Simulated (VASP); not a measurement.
# ZnO (zincite) (P6_3mc) in VASP: a series of runs, part 3 of 3

VASP 6.6.1. Earlier steps stand in the parts before.

## 6. Single point, PBE (volume scaled by 1.04)

The input, INCAR:

```
ALGO = Normal
EDIFF = 1E-7
ENCUT = 520
GGA = PE
ISIF = 2
ISMEAR = -1
LASPH = True
LCHARG = False
LREAL = False
LWAVE = False
NBANDS = 26
NELM = 100
PREC = Accurate
SIGMA = 0.05
```

The input, KPOINTS:

```
k-points
0
Gamma
  9 9 5
```

The input, POSCAR:

```
ZnO
1.0
    3.2920669561      0.0000000000      0.0000000000
   -1.6460334781      2.8510136149      0.0000000000
    0.0000000000      0.0000000000      5.2742130269
Zn O
2 2
Direct
    0.6666666667      0.3333333333      0.0000000000
    0.3333333333      0.6666666667      0.5000000000
    0.3333333333      0.6666666667      0.8790100000
    0.6666666667      0.3333333333      0.3790100000
```

Potentials or basis: VASP PAW PBE potentials, release 64 (Zn, O).

Command:

```bash
$ cat potpaw_PBE.64/Zn/POTCAR potpaw_PBE.64/O/POTCAR > POTCAR
$ mpirun -np 1 vasp_std > vasp.out
```

OUTCAR:

```text
EDIFF = 1E-7
   ENCUT = 520
   GGA = PE
   ISIF = 2
   ISMEAR = -1
   LASPH = True
   LREAL = False
   NELM = 100
   PREC = Accurate

 ion  position               nearest neighbor table
   1  0.667  0.333  0.000-   4 2.00   3 2.00   3 2.00   3 2.00
   2  0.333  0.667  0.500-   3 2.00   4 2.00   4 2.00   4 2.00
   3  0.333  0.667  0.879-   2 2.00   1 2.00   1 2.00   1 2.00
   4  0.667  0.333  0.379-   1 2.00   2 2.00   2 2.00   2 2.00

  LATTYP: Found a hexagonal cell.
 ALAT       =     3.2920669561
 C/A-ratio  =     1.6020977390

  Lattice vectors:

 A1 = (   3.2920669561,   0.0000000000,   0.0000000000)
 A2 = (  -1.6460334781,   2.8510136149,   0.0000000000)
 A3 = (   0.0000000000,   0.0000000000,   5.2742130269)

Analysis of symmetry for initial positions (statically):
=====================================================================
 Subroutine PRICEL returns:
 Original cell was already a primitive cell.

 Routine SETGRP: Setting up the symmetry group for a
 hexagonal supercell.
[... 163 lines left out ...]

 Free energy of the ion-electron system (eV)
  ---------------------------------------------------
  ext. energy  EPLUGINS =         0.00000000
  ---------------------------------------------------
  free energy    TOTEN  =       -17.86048073 eV

  energy without entropy =      -17.86047380  energy(sigma->0) =      -17.86047726

 E-fermi :   1.2615     XC(G=0): -10.7038

 val. band max:        0.8532034206   @ k =   0.0000   0.0000   0.0000
 cond. band min:       1.5844836314   @ k =   0.0000   0.0000   0.0000
 fundamental gap:      0.7312802108
 Fermi energy:         1.2614876180

 k-point     1 :       0.0000    0.0000    0.0000
  band No.  band energies     occupation
      1     -16.9268      2.00000
      2     -16.2542      2.00000
      3      -4.6545      2.00000
      4      -4.6545      2.00000
      5      -4.6200      2.00000
      6      -4.4771      2.00000
[... 685 lines left out ...]
     25      14.2544      0.00000
     26      15.0743      0.00000

 [... further k-points ...]
[... 5 lines left out ...]
  --------------------------------------------------------------------------------------
  -------------------------------------------------------------------------------------
  Total       -0.0456168     -0.0456168      0.4417343      0.0000000      0.0000000      0.0000000
  in kB       -1.4764210     -1.4764210     14.2970390      0.0000000      0.0000000      0.0000000
  external PRESSURE =       3.7813990 kB  Pullay stress =       0.0000000 kB

 VOLUME and BASIS-vectors are now :
 -----------------------------------------------------------------------------
  energy-cutoff  :      520.00
  volume of cell :       49.50
      direct lattice vectors                 reciprocal lattice vectors
     3.292066956  0.000000000  0.000000000     0.303760529  0.175376223  0.000000000
    -1.646033478  2.851013615  0.000000000     0.000000000  0.350752446  0.000000000
     0.000000000  0.000000000  5.274213027     0.000000000  0.000000000  0.189601746

 POSITION                                       TOTAL-FORCE (eV/Angst)
 -----------------------------------------------------------------------------------
      1.64603      0.95034      0.00000         0.000000      0.000000     -0.060305
     -0.00000      1.90068      2.63711        -0.000000      0.000000     -0.060305
     -0.00000      1.90068      4.63609        -0.000000      0.000000      0.060305
      1.64603      0.95034      1.99898         0.000000     -0.000000      0.060305
 -----------------------------------------------------------------------------------
    total drift:                               -0.000001     -0.000001     -0.000931

  FREE ENERGIE OF THE ION-ELECTRON SYSTEM (eV)
  ---------------------------------------------------
  free  energy   TOTEN  =       -17.8604807294 eV

  energy  without entropy=      -17.8604737975  energy(sigma->0) =      -17.86047726
```

OSZICAR:

```text
N       E                     dE             d eps       ncg     rms          rms(c)
DAV:   1     0.294907646647E+03    0.29491E+03   -0.18062E+04  1888   0.198E+03
DAV:   2     0.111986115802E+02   -0.28371E+03   -0.26558E+03  1978   0.408E+02
DAV:   3    -0.204687080952E+02   -0.31667E+02   -0.31276E+02  2080   0.138E+02
DAV:   4    -0.211023248313E+02   -0.63362E+00   -0.63230E+00  2078   0.201E+01
DAV:   5    -0.211055020801E+02   -0.31772E-02   -0.31770E-02  2036   0.148E+00    0.140E+01
DAV:   6    -0.176994212979E+02    0.34061E+01   -0.68037E+00  2982   0.627E+01    0.844E+00
DAV:   7    -0.178991547019E+02   -0.19973E+00   -0.29277E+00  1938   0.171E+01    0.508E+00
DAV:   8    -0.179077306825E+02   -0.85760E-02   -0.51782E-01  2614   0.732E+00    0.162E+00
DAV:   9    -0.178578830678E+02    0.49848E-01   -0.10313E-01  2722   0.628E+00    0.296E-01
DAV:  10    -0.178603412305E+02   -0.24582E-02   -0.34709E-02  1896   0.133E+00    0.123E-01
DAV:  11    -0.178604609668E+02   -0.11974E-03   -0.68726E-04  2066   0.486E-01    0.463E-02
DAV:  12    -0.178604730297E+02   -0.12063E-04   -0.20077E-04  2432   0.413E-01    0.158E-02
DAV:  13    -0.178604853597E+02   -0.12330E-04   -0.39021E-05  2020   0.959E-02    0.185E-02
DAV:  14    -0.178604810770E+02    0.42827E-05   -0.16487E-05  2074   0.350E-02    0.190E-03
DAV:  15    -0.178604808818E+02    0.19527E-06   -0.10278E-06  1934   0.869E-03    0.728E-04
DAV:  16    -0.178604807668E+02    0.11499E-06   -0.97478E-09  1152   0.101E-03    0.454E-04
DAV:  17    -0.178604807294E+02    0.37422E-07   -0.11185E-08   952   0.221E-03
   1 F= -.17860481E+02 E0= -.17860477E+02  d E =-.693186E-05
```

stdout:

```text
POSCAR found type information on POSCAR ZnO
 POSCAR found :  2 types and       4 ions
 scaLAPACK will be used
 LDA part: xc-table for (Slater+PW92), standard interpolation
 POSCAR, INCAR and KPOINTS ok, starting setup
 FFT: planning ... GRIDC
 FFT: planning ... GRID_SOFT
 FFT: planning ... GRID
 WAVECAR not read
 entering main loop
```

Wall time 42 s (1 thread of Intel Xeon 6975P-C, shared host); peak memory 0.18 GiB.

Results:

```yaml
Free_energy: -17.8605 eV
Pressure: 0.4 GPa
Largest_force: 0.060 eV/Å
Band_gap_on_the_k_mesh: 0.73 eV, direct
```

Forces in eV/Å, atoms in the order of the input:
```
Zn   0.000  0.000 -0.060
Zn   0.000  0.000 -0.060
O    0.000  0.000  0.060
O    0.000  0.000  0.060
```

Stress tensor (GPa, compression positive):
```
-0.15  0.00  0.00
 0.00 -0.15  0.00
 0.00  0.00  1.43
```

Levels at points of the mesh, in eV from the valence-band top:
```tsv
k point	band 15	band 16	band 17	band 18	band 19	band 20	band 21	band 22
(0.00, 0.00, 0.00)	-0.77	-0.06	0.00	0.00	0.73	5.06	8.13	12.65
```

Caveat: the cell differs from its parent crystal (volume scaled by 1.04).

## 7. Summary

| task | level | cell | cutoff (eV) | gap on the mesh (eV) | pressure (GPa) | relaxed volume (Å³/atom) | largest force (eV/Å) |
| --- | --- | --- | --- | --- | --- | --- | --- |
| relaxation of cell and atoms | PBE+D3(BJ) | relaxed from a = 3.249, b = 3.249, c = 5.206 Å, angles 90.0, 90.0, 120.0°, 4 atoms | 600 | 0.75 | 0.1 | 12.12 | 0.01 |
| relaxation of cell and atoms | revPBE+D4 | relaxed from a = 3.249, b = 3.249, c = 5.206 Å, angles 90.0, 90.0, 120.0°, 4 atoms | 600 | 0.83 | 0.1 | 12.06 | - |
| single point | PBE | a = 3.205, b = 3.205, c = 5.135 Å, angles 90.0, 90.0, 120.0°, 4 atoms | 520 | 0.85 | 12.9 | - | 0.09 |
| single point | PBE | a = 3.227, b = 3.227, c = 5.171 Å, angles 90.0, 90.0, 120.0°, 4 atoms | 520 | 0.82 | 9.2 | - | 0.08 |
| single point | PBE | a = 3.292, b = 3.292, c = 5.274 Å, angles 90.0, 90.0, 120.0°, 4 atoms | 520 | 0.73 | 0.4 | - | 0.06 |

Alike in all rows: potentials or basis VASP PAW PBE potentials, release 64 (Zn, O); no spin polarisation; k mesh 9 × 9 × 5; smearing fermi-dirac 0.05 eV.

Caveats: the PAW data sets were made with another functional, which shifts forces and pressure a little (some runs).

Total energies depend on the potentials used, so only differences within one code and one set of settings carry meaning.
